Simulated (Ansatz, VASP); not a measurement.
## Mg6BiB in VASP and in Ansatz

Contents of INCAR:

```
ALGO = Normal ; EDIFF = 1E-7
ENCUT = 520 ; GGA = PE
ISIF = 2 ; ISMEAR = -1
LASPH = True ; LCHARG = False
LREAL = False ; LWAVE = False
NBANDS = 25 ; NELM = 60
PREC = Accurate ; SIGMA = 0.05
```

The input KPOINTS:

```
k-points
0
Gamma
  7 4 4
```

POSCAR

```
Mg6BiB
1.0
    3.8847420000      0.0000000000      0.0000000000
    0.0000000000      4.3909670000      5.1195170000
    0.0000000000     -4.3909670000      5.1195170000
Bi Mg B
1 6 1
Direct
    0.5000000000      0.3854670000      0.3854670000
    0.0000000000      0.1503870000      0.1503870000
    0.0000000000      0.6333230000      0.6333230000
    0.0000000000      0.7147320000      0.0494740000
    0.0000000000      0.0494740000      0.7147320000
    0.5000000000      0.8864940000      0.4049730000
    0.5000000000      0.4049730000      0.8864940000
    0.5000000000      0.7751590000      0.7751590000
```

File input.yaml:

```yaml
crystal:
  lattice:
    - [3.884742, 0.0, 0.0]
    - [0.0, 4.390967, 5.119517]
    - [0.0, -4.390967, 5.119517]
  atoms:
    - { symbol: Bi, position: [0.5, 0.385467, 0.385467] }
    - { symbol: Mg, position: [0.0, 0.150387, 0.150387] }
    - { symbol: Mg, position: [0.0, 0.633323, 0.633323] }
    - { symbol: Mg, position: [0.0, 0.714732, 0.049474] }
    - { symbol: Mg, position: [0.0, 0.049474, 0.714732] }
    - { symbol: Mg, position: [0.5, 0.886494, 0.404973] }
    - { symbol: Mg, position: [0.5, 0.404973, 0.886494] }
    - { symbol: B, position: [0.5, 0.775159, 0.775159] }
hamiltonian:
  xc: pbe
  pseudopotentials: { kind: paw }
kpoints:
  mp_grid: { grid: [7, 4, 4] }
scf:
  occupations: { method: fermi_dirac, width: 0.05 }
output:
  forces: true
  stress: true
  eigenvalues: true
  write_density: true
  write_potential: true
  elf: true
  volumetric_format: npy
```

Alike in both runs: task single point; functional PBE; k mesh 7 × 4 × 4; occupations fermi-dirac, width 0.05 eV; no spin polarisation.

|  | VASP | Ansatz |
| --- | --- | --- |
| version | VASP 6.6.1 | Ansatz 0.2.0 |
| potentials or method | VASP PAW PBE potentials, release 64 (Bi_d, Mg, B) | Ansatz PAW |
| plane-wave cutoff (eV) | 520 | 420 |
| valence electrons in the cell | 30 | 78 |

Ansatz gave:

```
gap on the k mesh at the Fermi level (eV)                     : none
pressure (GPa)                                                : -0.4
traceless stress, the component that is largest in VASP (GPa) : -0.36
rms of the force components (eV/Å)                            : 0.037
```

Question: Which values does VASP return?

Answer: gap on the k mesh at the Fermi level (eV): none; pressure (GPa): -0.5; traceless stress, the component that is largest in VASP (GPa): -0.37; rms of the force components (eV/Å): 0.036.

Atom by atom the forces differ by 0.001 eV/Å (rms over components). A gap of «none» marks a metal or a gap that the smearing closes. VASP's potentials hold 30 valence electrons a cell and Ansatz's 78, so a difference there can come from the potentials and not from the codes.

Neither program's run includes spin-orbit coupling.
